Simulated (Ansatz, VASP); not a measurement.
**One calculation of Cu, two programs**

Contents of POSCAR:

```
Cu
1.0
    0.0000000000      1.7887153358      1.7887153358
    1.7887153358      0.0000000000      1.7887153358
    1.7887153358      1.7887153358      0.0000000000
Cu
1
Direct
    0.0000000000      0.0000000000      0.0000000000
```

Contents of INCAR.step1:

```
SYSTEM = Cu
PREC = Accurate
ENCUT = 600
ISMEAR = 0
SIGMA = 0.1
LREAL = .FALSE.
LASPH = .TRUE.
NELM = 100
GGA = PE
ALGO = Normal
EDIFF = 1E-4
LWAVE = .TRUE.
LCHARG = .FALSE.
```

INCAR.step2

```
SYSTEM = Cu
PREC = Accurate
ENCUT = 600
EDIFF = 1E-7
ISMEAR = 0
SIGMA = 0.1
LREAL = .FALSE.
LASPH = .TRUE.
NELM = 100
ALGO = Normal
ISIF = 3
LWAVE = .FALSE.
LCHARG = .FALSE.
METAGGA = R2SCAN
LMIXTAU = .TRUE.
IBRION = 2
NSW = 100
EDIFFG = -0.005
ISTART = 1
```

KPOINTS

```
Automatic mesh
0
G
  20 20 20
  0 0 0
```

Input for Ansatz:

```yaml
crystal:
  lattice:
    - [0.0, 1.7887153358, 1.7887153358]
    - [1.7887153358, 0.0, 1.7887153358]
    - [1.7887153358, 1.7887153358, 0.0]
  atoms:
    - { symbol: Cu, position: [0.0, 0.0, 0.0] }
basis:
  ecutwfc: 500
kpoints:
  mp_grid: { grid: [20, 20, 20] }
hamiltonian:
  xc: r2scan
scf:
  occupations: { method: gaussian, width: 0.1 }
output:
  forces: true
  stress: true
  eigenvalues: true
relax:
  adjacent_minimum: "off"
  f_tol: 0.005
  max_steps: 80
  cell: { stress_tol: 0.05 }
```

Alike in both runs: task relaxation of cell and atoms; functional r2SCAN; k mesh 20 × 20 × 20; occupations gaussian, width 0.1 eV; no spin polarisation.

|  | VASP | Ansatz |
| --- | --- | --- |
| version | VASP 6.6.1 | Ansatz 0.2.0 |
| potentials or method | VASP PAW PBE potentials, release 64 (Cu), cutoff 600 eV | scalar-relativistic, plane waves, PAW |
| valence electrons in the cell | 11 | 19 |

|  | VASP | Ansatz | Ansatz less VASP |
| --- | --- | --- | --- |
| gap on the k mesh at the Fermi level, each at its own relaxed structure (eV) | none | none | - |
| relaxed volume (Å³/atom) | 11.48 | 11.44 | -0.045 |
| relaxed length of the cell vector where the two differ most in proportion (Å) | 2.532 | 2.529 | -0.0033 |

VASP's potentials were made for PBE, not for r2SCAN. A gap of «none» marks a metal or a gap that the smearing closes. VASP's potentials hold 11 valence electrons a cell and Ansatz's 19, so a difference there can come from the potentials and not from the codes.
